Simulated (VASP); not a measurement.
# BP (l.B): single point with LDA

The system is BP (l.B), a sheet with vacuum.

```
B P
1.0
     3.20000    0.00000    0.00000
    -1.60000    2.77128    0.00000
     0.00000    0.00000   14.00000
B P
1 1
Cartesian
  0.0000 1.8475 7.0000
  1.6000 0.9238 7.0000
```

| Item | Value |
| --- | --- |
| Program | VASP 6.6.1 |
| Task | single point |
| Functional | LDA |
| Potentials or basis | VASP PAW LDA potentials, release 64 (B, P) |
| Cutoff | 420 eV |
| k mesh | 12 × 12 × 1 |
| Occupations | gaussian, width 0.03 eV |
| Spin | no spin polarisation |
| Dipole correction | yes |
| Further INCAR settings | ALGO = Normal; EDIFF = 1e-06; NBANDS = 11; NELMDL = -8 |

* Band gap on the k mesh: 0.84 eV, direct

Levels at points of the mesh, in eV from the valence-band top:
```tsv
k point	band 2	band 3	band 4	band 5	band 6	band 7
(0.00, 0.00, 0.00)	-4.23	-1.66	-1.66	3.74	4.65	4.65
(0.50, 0.00, 0.00)	-8.30	-3.66	-1.08	1.40	2.84	7.80
```

Wall time 22 s on 1 thread of AMD EPYC 7R13 Processor (Zen 3) (shared host), peak memory 0.15 GiB.
